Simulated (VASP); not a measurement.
# CdSe (Fm-3m) in VASP: a series of runs, part 2 of 2

VASP 6.6.1. The steps go on from the part before.

## (3) Single point, PBE

This run uses another cell than the first one, of 23.61 Å³/atom.

INCAR reads:

```
SYSTEM = CdSe
PREC     = Accurate       ! precision mode
ENCUT    = 520            ! plane-wave cutoff, eV
EDIFF    = 1E-6           ! SCF threshold, eV
ISMEAR   = 0              ! smearing method
SIGMA    = 0.1            ! smearing width, eV
LREAL    = .False.        ! projectors in reciprocal space
LASPH    = .True.         ! aspherical terms in the spheres
NELM     = 80             ! most SCF steps
ALGO     = Normal         ! electronic algorithm
ISIF     = 2              ! what is computed and relaxed
LWAVE    = .False.        ! write WAVECAR
LCHARG   = .False.        ! write CHGCAR
GGA      = PE             ! functional
NBANDS   = 16             ! bands
```

KPOINTS reads:

```
Automatic mesh
0
Gamma
  16 16 16
  0 0 0
```

POSCAR reads:

```
CdSe
1.0
    0.0000000000      2.8685981576      2.8685981576
    2.8685981576      0.0000000000      2.8685981576
    2.8685981576      2.8685981576      0.0000000000
Cd Se
1 1
Direct
    0.0000000000      0.0000000000      0.0000000000
    0.5000000000      0.5000000000      0.5000000000
```

Potentials or basis: VASP PAW PBE potentials, release 64 (Cd, Se).

Started as:

```bash
> cat potpaw_PBE.64/Cd/POTCAR potpaw_PBE.64/Se/POTCAR > POTCAR
> mpirun -np 1 vasp_std > vasp.out
```

OUTCAR:

```text
SYSTEM = CdSe
   PREC = Accurate
   ENCUT = 520
   EDIFF = 1E-6
   ISMEAR = 0
   LREAL = .False.
   LASPH = .True.
   NELM = 80
   ISIF = 2
   GGA = PE

 ion  position               nearest neighbor table
   1  0.000  0.000  0.000-   2 2.87   2 2.87   2 2.87   2 2.87   2 2.87   2 2.87
   2  0.500  0.500  0.500-   1 2.87   1 2.87   1 2.87   1 2.87   1 2.87   1 2.87

  LATTYP: Found a face centered cubic cell.
 ALAT       =     5.7371963152

  Lattice vectors:

 A1 = (   0.0000000000,   2.8685981576,   2.8685981576)
 A2 = (   2.8685981576,   0.0000000000,   2.8685981576)
 A3 = (   2.8685981576,   2.8685981576,   0.0000000000)

Analysis of symmetry for initial positions (statically):
=====================================================================
 Subroutine PRICEL returns:
 Original cell was already a primitive cell.

 Routine SETGRP: Setting up the symmetry group for a
 face centered cubic supercell.

 Subroutine GETGRP returns: Found 48 space group operations
 (whereof 48 operations were pure point group operations)
 out of a pool of 48 trial point group operations.

The static configuration has the point symmetry O_h .

Analysis of symmetry for dynamics (positions and initial velocities):
=====================================================================
[... 163 lines left out ...]
 Fermi energy:         2.3343019205

 k-point     1 :       0.0000    0.0000    0.0000
  band No.  band energies     occupation
      1     -10.6078      2.00000
      2      -5.6140      2.00000
      3      -5.6140      2.00000
      4      -5.5976      2.00000
      5      -5.5976      2.00000
      6      -5.5976      2.00000
[... 433 lines left out ...]
      3      -5.6266      2.00000
      4      -5.6035      2.00000
      5      -5.5894      2.00000
      6      -5.5818      2.00000
[... 8 lines left out ...]
     15      12.1001      0.00000
     16      12.3990      0.00000

 [... further k-points ...]

------------------------ aborting loop because EDIFF is reached ----------------------------------------

  FORCE on cell =-STRESS in cart. coord.  units (eV):
  Direction    XX          YY          ZZ          XY          YZ          ZX
  --------------------------------------------------------------------------------------
  -------------------------------------------------------------------------------------
  Total        0.0968190      0.0968190      0.0968190     -0.0000000      0.0000000      0.0000000
  in kB        3.2857308      3.2857308      3.2857308     -0.0000000      0.0000000      0.0000000
  external PRESSURE =       3.2857308 kB  Pullay stress =       0.0000000 kB

 VOLUME and BASIS-vectors are now :
 -----------------------------------------------------------------------------
  energy-cutoff  :      520.00
  volume of cell :       47.21
      direct lattice vectors                 reciprocal lattice vectors
     0.000000000  2.868598158  2.868598158    -0.174301165  0.174301165  0.174301165
     2.868598158  0.000000000  2.868598158     0.174301165 -0.174301165  0.174301165
     2.868598158  2.868598158  0.000000000     0.174301165  0.174301165 -0.174301165

 POSITION                                       TOTAL-FORCE (eV/Angst)
 -----------------------------------------------------------------------------------
      0.00000      0.00000      0.00000         0.000000      0.000000     -0.000000
      2.86860      2.86860      2.86860        -0.000000     -0.000000      0.000000
 -----------------------------------------------------------------------------------
    total drift:                               -0.000000      0.000000      0.000000

  FREE ENERGIE OF THE ION-ELECTRON SYSTEM (eV)
  ---------------------------------------------------
  free  energy   TOTEN  =        -5.2049532831 eV

  energy  without entropy=       -5.2028804576  energy(sigma->0) =       -5.20391687
```

Wall time 54 s (1 thread of Intel Xeon Platinum 8488C (Sapphire Rapids), shared host); peak memory 0.25 GiB.

Results:

| Item | Value |
| --- | --- |
| Free energy | -5.2050 eV |
| Pressure | 0.3 GPa |
| Band gap on the k mesh | zero (bands 9 and 10 overlap by 0.44 eV) |

Caveat: semilocal functionals underestimate gaps, so a narrow gap can read as zero.

## (4) Relaxation of cell and atoms, PBE

INCAR reads:

```
ALGO     = Normal         # electronic algorithm
EDIFF    = 1E-6           # SCF threshold, eV
EDIFFG   = -0.01          # ionic threshold
ENCUT    = 600            # plane-wave cutoff, eV
GGA      = PE             # functional
IBRION   = 2              # ionic algorithm
ISIF     = 3              # what is computed and relaxed
ISMEAR   = 0              # smearing method
LASPH    = True           # aspherical terms in the spheres
LCHARG   = False          # write CHGCAR
LREAL    = False          # projectors in reciprocal space
LWAVE    = False          # write WAVECAR
NELM     = 80             # most SCF steps
NSW      = 100            # ionic steps
PREC     = Accurate       # precision mode
SIGMA    = 0.1            # smearing width, eV
```

KPOINTS reads:

```
k-points
0
Gamma
  16 16 16
```

POSCAR reads:

```
CdSe
1.0
    0.0000000000      2.8739581100      2.8739581100
    2.8739581100      0.0000000000      2.8739581100
    2.8739581100      2.8739581100      0.0000000000
Cd Se
1 1
Direct
    0.0000000000      0.0000000000      0.0000000000
    0.5000000000      0.5000000000      0.5000000000
```

Started as:

```bash
> cat potpaw_PBE.64/Cd/POTCAR potpaw_PBE.64/Se/POTCAR > POTCAR
> mpirun -np 1 vasp_std > vasp.out
```

It took 47 s on 1 thread of Intel Xeon Platinum 8488C (Sapphire Rapids), shared host; peak memory 0.27 GiB.

It converged, with:

```yaml
Free_energy: -5.2049 eV
Pressure_after_relaxing: -0.1 GPa
Band_gap_on_the_k_mesh: zero (bands 9 and 10 overlap by 0.44 eV)
```

Final structure:
```
CELL_PARAMETERS angstrom
0.00000 2.87396 2.87396
2.87396 0.00000 2.87396
2.87396 2.87396 0.00000
ATOMIC_POSITIONS crystal
Cd 0.00000 0.00000 0.00000
Se 0.50000 0.50000 0.50000
```

Levels at points of the mesh, in eV from the Fermi level:
| k point | band 7 | band 8 | band 9 | band 10 | band 11 | band 12 |
| --- | --- | --- | --- | --- | --- | --- |
| (0.00, 0.00, 0.00) | -0.63 | -0.63 | -0.63 | 0.06 | 8.62 | 8.62 |
| (0.50, 0.00, 0.00) | -4.95 | -0.07 | -0.07 | 3.01 | 5.25 | 5.25 |
| (0.50, 0.50, 0.00) | -4.09 | -2.06 | -2.06 | -0.47 | 5.45 | 9.68 |

Caveat: the relaxation stopped at its first step, so nothing moved; semilocal functionals underestimate gaps, so a narrow gap can read as zero.

## (5) The runs side by side

```tsv
task	cell	k mesh	cutoff (eV)	gap on the mesh (eV)	pressure (GPa)
single point	a = 4.064 Å, angles 60.0°, 2 atoms	6 × 6 × 6	520	none	0.0
single point	a = 4.057 Å, angles 60.0°, 2 atoms	16 × 16 × 16	520	none	0.3
relaxation of cell and atoms	relaxed from a = 4.064 Å, angles 60.0°, 2 atoms	16 × 16 × 16	600	none	-0.1
```

Alike in all rows: level PBE; potentials or basis VASP PAW PBE potentials, release 64 (Cd, Se); no spin polarisation; smearing gaussian 0.1 eV.

Caveats: semilocal functionals underestimate gaps, so a narrow gap can read as zero; the relaxation stopped at its first step, so nothing moved (at least some runs).

Total energies depend on the potentials used, so only differences within one code and one set of settings carry meaning.
